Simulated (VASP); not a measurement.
Input of a VASP 6.6.1 run:

File INCAR:

```
ALGO = Normal
EDIFF = 1E-6
ENCUT = 520
GGA = CA
ISIF = 2
ISMEAR = -1
LASPH = True
LCHARG = False
LREAL = False
LWAVE = False
NBANDS = 18
NELM = 60
PREC = Accurate
SIGMA = 0.05
```

KPOINTS

```
k-points
0
Gamma
  8 8 6
```

Contents of POSCAR:

```
P
1.0
    1.6254735952     -5.3911768097      0.0000000000
    1.6254735952      5.3911768097      0.0000000000
    0.0000000000      0.0000000000      4.4822275814
P
4
Direct
    0.9041431300      0.0958568700      0.5888151700
    0.0958568700      0.9041431300      0.4111848300
    0.5958568700      0.4041431300      0.0888151700
    0.4041431300      0.5958568700      0.9111848300
```

Potentials or basis: VASP PAW LDA potentials, release 64 (P).

Run with:

```sh
$ cat potpaw_LDA.64/P/POTCAR > POTCAR
$ mpirun -np 1 vasp_std > vasp.out
```

(1) Predict the band gap on the k mesh.

(2) Estimate the pressure.

(3) Predict the largest force.

Answers

(1) 0.06 eV, direct.

(2) 0.8 GPa.

(3) 0.494 eV/Å.
